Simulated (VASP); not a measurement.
# MnSi31 (a cell with a defect) in VASP: a series of runs

MnSi31 (a cell with a defect) is run at these levels: PBEsol; tasks: single point.

All numbers are computed with VASP 6.6.1; they aren't measurements. Logs are shortened: lines on timing, memory, paths and dates and some standing lists are left out, and cuts for length are marked.

### Step 1. The cell of the first run

The cell holds a defect, 32 atoms: a = 9.412 Å, b = 9.412 Å, c = 9.412 Å, α = 109.47°, β = 109.47°, γ = 109.47°.

### Step 2. Single point, PBEsol, collinear spin, ferromagnetic start

INCAR

```
ALGO = Normal
EDIFF = 1E-6
ENCUT = 520
GGA = PS
ISIF = 2
ISMEAR = 0
ISPIN = 2
LASPH = True
LCHARG = True
LELF = True
LMAXMIX = 4
LORBIT = 11
LREAL = Auto
LVHAR = True
LWAVE = False
MAGMOM = 4 0 0 0 0 0 0 0 0 0 0 0 0 0 0 0 0 0 0 0 0 0 0 0 0 0 0 0 0 0 0 0
NBANDS = 94
NELM = 150
PREC = Accurate
SIGMA = 0.02
```

KPOINTS

```
k-points
0
Gamma
  3 3 3
```

POSCAR

```
MnSi31
1.0
   -5.4338341610      5.4338341610      5.4338341610
    5.4338341610     -5.4338341610      5.4338341610
    5.4338341610      5.4338341610     -5.4338341610
Mn Si
1 31
Direct
    0.2500000000      0.5000000000      0.0000000000
    0.2500000000      0.7500299030      0.7497924984
    0.2500000000      0.0000000000      0.5000000000
    0.5000299030      0.2497924984      0.0000000000
    0.2500000000      0.2497924984      0.2500299030
    0.5000299030      0.5000000000      0.7497924984
    0.5002075016      0.7502075016      0.5002374046
    0.7500000000      0.0000000000      0.0000000000
    0.5002075016      0.0002374046      0.2502075016
    0.7497625954      0.2499700970      0.7499700970
    0.7500000000      0.5000000000      0.5000000000
   -0.0002075016      0.7500299030      0.0000000000
    0.7502374046      0.7502075016      0.2502075016
   -0.0000299030     -0.0002374046      0.7499700970
   -0.0000299030      0.2499700970      0.4997625954
   -0.0002075016      0.5000000000      0.2500299030
   -0.0005343157      0.2494656843      0.7494656843
   -0.0000781876      0.5000000000      0.5003726599
    0.0004508475      0.7500781876      0.2500781876
    0.2500000000      0.0003726599      0.7499218124
   -0.0000781876      0.0003726599      0.0000000000
    0.2500000000      0.2499218124      0.5003726599
    0.2500000000      0.5000000000      0.2505343157
    0.5000781876      0.7500781876      0.7504508475
    0.2500000000      0.7505343157      0.0000000000
    0.4995491525     -0.0003726599      0.4996273401
    0.5000781876      0.2504508475      0.2500781876
    0.7503726599      0.5000000000      0.7499218124
    0.5005343157      0.5000000000      0.0000000000
    0.7496273401      0.7495491525      0.4996273401
    0.7496273401     -0.0003726599      0.2495491525
    0.7503726599      0.2499218124      0.0000000000
```

Potentials or basis: VASP PAW PBE potentials, release 64 (Mn_pv, Si).

Launch:

```bash
$ cat potpaw_PBE.64/Mn_pv/POTCAR potpaw_PBE.64/Si/POTCAR > POTCAR
$ mpirun -np 1 vasp_std > vasp.out
```

OUTCAR:

```text
EDIFF = 1E-6
   ENCUT = 520
   GGA = PS
   ISIF = 2
   ISMEAR = 0
   ISPIN = 2
   LASPH = True
   LORBIT = 11
   LREAL = Auto
   NELM = 150
   PREC = Accurate

 ion  position               nearest neighbor table
   1  0.250  0.500  0.000-  17 2.36  23 2.36  25 2.36  29 2.36
   2  0.250  0.750  0.750-  18 2.35  24 2.35  25 2.35  20 2.36
   3  0.250  0.000  0.500-  20 2.35  22 2.35  19 2.35  26 2.35
   4  0.500  0.250  0.000-  20 2.35  27 2.35  29 2.35  32 2.36
   5  0.250  0.250  0.250-  21 2.35  27 2.35  23 2.35  22 2.36
   6  0.500  0.500  0.750-  22 2.35  24 2.35  29 2.35  28 2.36
[... 24 lines left out ...]
  31  0.750  1.000  0.250-   8 2.35   9 2.35  13 2.35  15 2.36
  32  0.750  0.250  0.000-   8 2.35  10 2.35  16 2.35   4 2.36

  LATTYP: Found a body centered cubic cell.
 ALAT       =    10.8676683220

  Lattice vectors:

 A1 = (  -5.4338341610,   5.4338341610,   5.4338341610)
 A2 = (   5.4338341610,  -5.4338341610,   5.4338341610)
 A3 = (   5.4338341610,   5.4338341610,  -5.4338341610)

Analysis of symmetry for initial positions (statically):
=====================================================================
 Subroutine PRICEL returns:
 Original cell was already a primitive cell.

 Routine SETGRP: Setting up the symmetry group for a
 body centered cubic supercell.

 Subroutine GETGRP returns: Found 24 space group operations
 (whereof  2 operations were pure point group operations)
 out of a pool of 48 trial point group operations.

The static configuration has the point symmetry C_1h.
 The point group associated with its full space group is T_d .

Analysis of symmetry for dynamics (positions and initial velocities):
=====================================================================
 Subroutine PRICEL returns:
 Original cell was already a primitive cell.

 Routine SETGRP: Setting up the symmetry group for a
 body centered cubic supercell.

 Subroutine GETGRP returns: Found 24 space group operations
 (whereof  2 operations were pure point group operations)
 out of a pool of 48 trial point group operations.

The dynamic configuration has the point symmetry C_1h.
 The point group associated with its full space group is T_d .

Analysis of structural, dynamic, and magnetic symmetry:
=====================================================================
 Subroutine PRICEL returns:
 Original cell was already a primitive cell.

 Routine SETGRP: Setting up the symmetry group for a
 body centered cubic supercell.

 Subroutine GETGRP returns: Found 24 space group operations
 (whereof  2 operations were pure point group operations)
 out of a pool of 48 trial point group operations.

The overall configuration has the point symmetry C_1h.
 The point group associated with its full space group is T_d .

 Subroutine INISYM returns: Found 24 space group operations
 (whereof  2 operations are pure point group operations),
 and found     1 'primitive' translations

----------------------------------------------------------------------------------------

                                     Primitive cell

  volume of cell :     641.7696

  direct lattice vectors                    reciprocal lattice vectors
    -5.433834161  5.433834161  5.433834161     0.000000000  0.092016058  0.092016058
     5.433834161 -5.433834161  5.433834161     0.092016058  0.000000000  0.092016058
     5.433834161  5.433834161 -5.433834161     0.092016058  0.092016058  0.000000000

  length of vectors
     9.411676847  9.411676847  9.411676847     0.130130357  0.130130357  0.130130357

  position of ions in fractional coordinates (direct lattice)
     0.250000000  0.500000000  0.000000000
     0.250000000  0.750029903  0.749792498
     0.250000000  0.000000000  0.500000000
     0.500029903  0.249792498  0.000000000
     0.250000000  0.249792498  0.250029903
     0.500029903  0.500000000  0.749792498
[... 24 lines left out ...]
     0.749627340  0.999627340  0.249549153
     0.750372660  0.249921812  0.000000000

  ion indices of the primitive-cell ions
   primitive index   ion index
                 1           1
                 2           2
                 3           3
                 4           4
                 5           5
                 6           6
[... 24 lines left out ...]
                31          31
                32          32

----------------------------------------------------------------------------------------

 KPOINTS: k-points

Automatic generation of k-mesh.
 Grid dimensions read from file:
 generate k-points for:    3    3    3

 Generating k-lattice:

  Cartesian coordinates                     Fractional coordinates (reciprocal lattice)
     0.000000000  0.030672019  0.030672019     0.333333333  0.000000000  0.000000000
     0.030672019  0.000000000  0.030672019     0.000000000  0.333333333  0.000000000
     0.030672019  0.030672019  0.000000000     0.000000000  0.000000000  0.333333333

  Length of vectors
     0.043376786  0.043376786  0.043376786

[... 55 lines left out ...]
  Thomas-Fermi vector in A             =   2.109186
   LORBIT       =     11    0 simple, 1 ext, 2 COOP (PROOUT), +10 PAW based schemes
   GGA     = PS    functional components
   LHFCALC =     F    Hartree Fock is set to
   AEXX    =    0.0000 exact exchange contribution
   IVDW    =     0    specifies the selected vdW correction
   LEPSILON=     F    determine dielectric tensor
   LRPA    =     F    only Hartree local field effects (RPA)
 spin polarized calculation
 Gauss-broadening in eV      SIGMA  =   0.02
  energy-cutoff  :      520.00
  volume of cell :      641.77
 maximum number of plane-waves:     17357
 NGX is ok and might be reduce to    70
   NGX = 35   NGY = 35   NGZ = 35

 number of electron     137.0000004 magnetization       2.9295114

 Free energy of the ion-electron system (eV)
  ---------------------------------------------------
  ext. energy  EPLUGINS =         0.00000000
  ---------------------------------------------------
  free energy    TOTEN  =      -185.36484136 eV

  energy without entropy =     -185.36058192  energy(sigma->0) =     -185.36271164

 E-fermi :   5.8689     XC(G=0):  -9.5808

 val. band max:        5.8688810047   @ k =   0.0000   0.0000   0.0000
 cond. band min:       5.8766135224   @ k =   0.3333   0.0000   0.0000
 fundamental gap:      0.0077325177
 Fermi energy:         5.8689072968

 spin component 1

 k-point     1 :       0.0000    0.0000    0.0000
  band No.  band energies     occupation
      1     -43.4315      1.00000
      2     -43.4315      1.00000
      3     -43.4315      1.00000
      4      -6.2077      1.00000
      5      -4.2463      1.00000
      6      -4.2463      1.00000
[... 72 lines left out ...]
     79       8.0691      0.00000
[... 248 lines left out ...]
     79       7.6615      0.00000
     80       7.8725      0.00000
 Fermi energy:         5.8689072968

 spin component 2

 k-point     1 :       0.0000    0.0000    0.0000
  band No.  band energies     occupation
      1     -40.4433      1.00000
      2     -40.4433      1.00000
      3     -40.4433      1.00000
      4      -6.2071      1.00000
      5      -4.2498      1.00000
      6      -4.2498      1.00000
[... 72 lines left out ...]
     79       8.0728      0.00000
[... 248 lines left out ...]
     79       7.7226      0.00000
     80       7.9725      0.00000
 [bands above 80 left out]

------------------------ aborting loop because EDIFF is reached ----------------------------------------

  FORCE on cell =-STRESS in cart. coord.  units (eV):
  Direction    XX          YY          ZZ          XY          YZ          ZX
  --------------------------------------------------------------------------------------
  -------------------------------------------------------------------------------------
  Total        0.4167444      0.4167444      0.4167444     -0.0000000      0.0000000      0.0000000
  in kB        1.0404021      1.0404021      1.0404021     -0.0000000      0.0000000      0.0000000
  external PRESSURE =       1.0404021 kB  Pullay stress =       0.0000000 kB

 VOLUME and BASIS-vectors are now :
 -----------------------------------------------------------------------------
  energy-cutoff  :      520.00
  volume of cell :      641.77
      direct lattice vectors                 reciprocal lattice vectors
    -5.433834161  5.433834161  5.433834161     0.000000000  0.092016058  0.092016058
     5.433834161 -5.433834161  5.433834161     0.092016058  0.000000000  0.092016058
     5.433834161  5.433834161 -5.433834161     0.092016058  0.092016058  0.000000000

 POSITION                                       TOTAL-FORCE (eV/Angst)
 -----------------------------------------------------------------------------------
      1.35846     -1.35846      4.07538         0.000000     -0.000000     -0.000000
      6.79133      1.35717      1.35975        -0.009198      0.007501     -0.007501
      1.35846      4.07538     -1.35846         0.000000     -0.000000     -0.000000
     -1.35975      1.35975      4.07441         0.007501     -0.007501     -0.009198
      1.35749      1.35975      1.35717        -0.009198     -0.007501      0.007501
      4.07409      4.07441      1.35975         0.007501     -0.009198     -0.007501
[... 24 lines left out ...]
      2.71447     -0.00245      8.14915        -0.006759     -0.006759     -0.006206
     -2.71937      2.71937      5.43543        -0.006759      0.006759      0.006206
 -----------------------------------------------------------------------------------
    total drift:                                0.000013      0.000013      0.000015

  FREE ENERGIE OF THE ION-ELECTRON SYSTEM (eV)
  ---------------------------------------------------
  free  energy   TOTEN  =      -185.3648413606 eV

  energy  without entropy=     -185.3605819182  energy(sigma->0) =     -185.36271164

 total charge

# of ion       s       p       d       tot
------------------------------------------
    1        0.388   6.244   5.088  11.721
    2        0.756   0.929   0.000   1.685
    3        0.756   0.935   0.000   1.690
    4        0.756   0.929   0.000   1.685
    5        0.756   0.929   0.000   1.685
    6        0.756   0.929   0.000   1.685
[... 24 lines left out ...]
   31        0.755   0.933   0.000   1.688
   32        0.755   0.933   0.000   1.688
--------------------------------------------------
tot         23.869  35.101   5.088  64.058

 magnetization (x)

# of ion       s       p       d       tot
------------------------------------------
    1        0.027   0.018   2.830   2.875
    2        0.002   0.001   0.000   0.003
    3        0.002  -0.003   0.000  -0.001
    4        0.002   0.001   0.000   0.003
    5        0.002   0.001   0.000   0.003
    6        0.002   0.001   0.000   0.003
[... 24 lines left out ...]
   31        0.001  -0.003   0.000  -0.002
   32        0.001  -0.003   0.000  -0.002
--------------------------------------------------
tot          0.028  -0.191   2.830   2.668
```

Wall time 62 min (1 thread of Intel Xeon 6975P-C (Granite Rapids), shared host); peak memory 1.1 GiB.

What came out:

```
Free energy                                           : -185.3648 eV
Pressure                                              : 0.1 GPa
Largest force                                         : 0.033 eV/Å
Net moment                                            : 2.93 μB per cell
Site moments                                          : Mn +2.88; Si +0.00, -0.00, -0.06 (each value once) μB
Valence electrons inside the program's atomic spheres : Mn 11.72; Si 1.69, 1.70 (each value once)
```

Forces in eV/Å, atoms in the order of the input:
```
Mn   0.000  0.000  0.000
Si  -0.009  0.008 -0.008
Si   0.000  0.000  0.000
Si   0.008 -0.008 -0.009
Si  -0.009 -0.008  0.008
Si   0.008 -0.009 -0.008
Si  -0.008 -0.008  0.009
Si   0.000  0.000  0.000
Si  -0.008  0.009 -0.008
Si   0.009  0.008  0.008
Si   0.000  0.000  0.000
Si  -0.008  0.008 -0.009
Si   0.009 -0.008 -0.008
Si   0.008  0.009  0.008
Si   0.008  0.008  0.009
Si  -0.008 -0.009  0.008
Si  -0.019 -0.019 -0.019
Si   0.007  0.006 -0.007
Si  -0.006  0.007  0.007
Si   0.006 -0.007  0.007
Si   0.007 -0.007  0.006
Si   0.006  0.007 -0.007
Si   0.019  0.019 -0.019
Si   0.007  0.007 -0.006
Si   0.019 -0.019  0.019
Si  -0.006 -0.007 -0.007
Si   0.007 -0.006  0.007
Si  -0.007  0.006  0.007
Si  -0.019  0.019  0.019
Si  -0.007 -0.006 -0.007
Si  -0.007 -0.007 -0.006
Si  -0.007  0.007  0.006
```

Levels at points of the mesh, in eV from the Fermi level:
Spin up:
| k point | band 66 | band 67 | band 68 | band 69 | band 70 | band 71 | band 72 | band 73 | band 74 | band 75 |
| --- | --- | --- | --- | --- | --- | --- | --- | --- | --- | --- |
| (0.00, 0.00, 0.00) | -1.26 | -0.68 | -0.68 | -0.68 | 0.52 | 0.52 | 0.52 | 0.65 | 0.65 | 0.67 |
Spin down:
```tsv
k point	band 63	band 64	band 65	band 66	band 67	band 68	band 69	band 70	band 71	band 72
(0.00, 0.00, 0.00)	-1.25	-1.25	-0.45	-0.45	-0.45	0.00	0.00	0.57	0.57	0.57
```

Caveat: the PAW data sets were made with another functional, which shifts forces and pressure a little.

### Step 3. Single point, PBEsol, collinear spin, ferromagnetic start

INCAR

```
PREC = Accurate ; ENCUT = 520
EDIFF = 1E-6 ; ISMEAR = 0
SIGMA = 0.02 ; LREAL = Auto
LASPH = T ; NELM = 150
ALGO = Normal ; ISIF = 2
LWAVE = F ; LCHARG = T
ISPIN = 2 ; MAGMOM = 4 0 0 0 0 0 0 0 0 0 0 0 0 0 0 0 0 0 0 0 0 0 0 0 0 0 0 0 0 0 0 0
LORBIT = 11 ; LMAXMIX = 4
GGA = PS ; LELF = T
LVHAR = T ; NBANDS = 94
NELECT = 136.0
```

KPOINTS

```
regular mesh
0
Gamma
  3 3 3
```

POSCAR

```
MnSi31
1.0
   -5.4338341610      5.4338341610      5.4338341610
    5.4338341610     -5.4338341610      5.4338341610
    5.4338341610      5.4338341610     -5.4338341610
Mn Si
1 31
Direct
    0.2500000000      0.5000000000      0.0000000000
    0.2500000000      0.7484500855      0.7482174632
    0.2500000000      0.0000000000      0.5000000000
    0.4984500855      0.2482174632      0.0000000000
    0.2500000000      0.2482174632      0.2484500855
    0.4984500855      0.5000000000      0.7482174632
    0.5017825368      0.7517825368      0.5002326222
    0.7500000000      0.0000000000      0.0000000000
    0.5017825368      0.0002326223      0.2517825368
    0.7497673777      0.2515499145      0.7515499145
    0.7500000000      0.5000000000      0.5000000000
   -0.0017825368      0.7484500855      0.0000000000
    0.7502326222      0.7517825368      0.2517825368
    0.0015499145     -0.0002326222      0.7515499145
    0.0015499145      0.2515499145      0.4997673777
   -0.0017825368      0.5000000000      0.2484500855
   -0.0011335814      0.2488664186      0.7488664186
   -0.0001075397      0.5000000000      0.4998013576
   -0.0000911027      0.7501075397      0.2501075397
    0.2500000000     -0.0001986424      0.7498924603
   -0.0001075397     -0.0001986424      0.0000000000
    0.2500000000      0.2498924603      0.4998013576
    0.2500000000      0.5000000000      0.2511335814
    0.5001075397      0.7501075397      0.7499088973
    0.2500000000      0.7511335814      0.0000000000
    0.5000911027      0.0001986424      0.5001986424
    0.5001075397      0.2499088973      0.2501075397
    0.7498013576      0.5000000000      0.7498924603
    0.5011335814      0.5000000000      0.0000000000
    0.7501986424      0.7500911027      0.5001986424
    0.7501986424      0.0001986424      0.2500911027
    0.7498013576      0.2498924603      0.0000000000
```

Potentials or basis: VASP PAW PBE potentials, release 64 (Mn_pv, Si).

Launch:

```bash
$ cat potpaw_PBE.64/Mn_pv/POTCAR potpaw_PBE.64/Si/POTCAR > POTCAR
$ mpirun -np 1 vasp_std > vasp.out
```

It took 31 min on 1 thread of Oxide Virtual Turin-like, shared host; peak memory 1 GiB.

Results (log left out):

| Quantity | Value |
| --- | --- |
| Free energy | -191.1521 eV |
| Net moment | 2.00 μB per cell |
| Site moments | Mn +2.53; Si +0.00, -0.01, -0.07 (each value once) μB |
| Valence electrons inside the program's atomic spheres | Mn 11.71; Si 1.68 |

Forces on the atoms (eV/Å):
```
Mn   0.000  0.000  0.000
Si   0.003  0.000  0.000
Si   0.000  0.000  0.000
Si   0.000  0.000  0.003
Si   0.003  0.000  0.000
Si   0.000  0.003  0.000
Si   0.000  0.000 -0.003
Si   0.000  0.000  0.000
Si   0.000 -0.003  0.000
Si  -0.003  0.000  0.000
Si   0.000  0.000  0.000
Si   0.000  0.000  0.003
Si  -0.003  0.000  0.000
Si   0.000 -0.003  0.000
Si   0.000  0.000 -0.003
Si   0.000  0.003  0.000
Si   0.000  0.000  0.000
Si   0.000 -0.001  0.000
Si   0.001  0.000  0.000
Si  -0.001  0.000  0.000
Si   0.000  0.000 -0.001
Si  -0.001  0.000  0.000
Si   0.000  0.000  0.000
Si   0.000  0.000  0.001
Si   0.000  0.000  0.000
Si   0.001  0.000  0.000
Si   0.000  0.001  0.000
Si   0.000 -0.001  0.000
Si   0.000  0.000  0.000
Si   0.000  0.001  0.000
Si   0.000  0.000  0.001
Si   0.000  0.000 -0.001
```

Levels at points of the mesh, in eV from the Fermi level:
Spin up:
```tsv
k point	band 66	band 67	band 68	band 69	band 70	band 71	band 72	band 73
(0.00, 0.00, 0.00)	-0.84	-0.26	-0.26	-0.26	0.97	0.97	0.97	1.11
```
Spin down:
```csv
k point,band 65,band 66,band 67,band 68,band 69,band 70
"(0.00, 0.00, 0.00)",-0.10,-0.10,-0.10,0.28,0.28,0.99
```

Caveat: the cell carries a net charge on a neutralising background, which shifts energy and pressure; the cell is charged against a uniform background, so pressure and absolute levels hang on convention; the PAW data sets were made with another functional, which shifts forces and pressure a little.
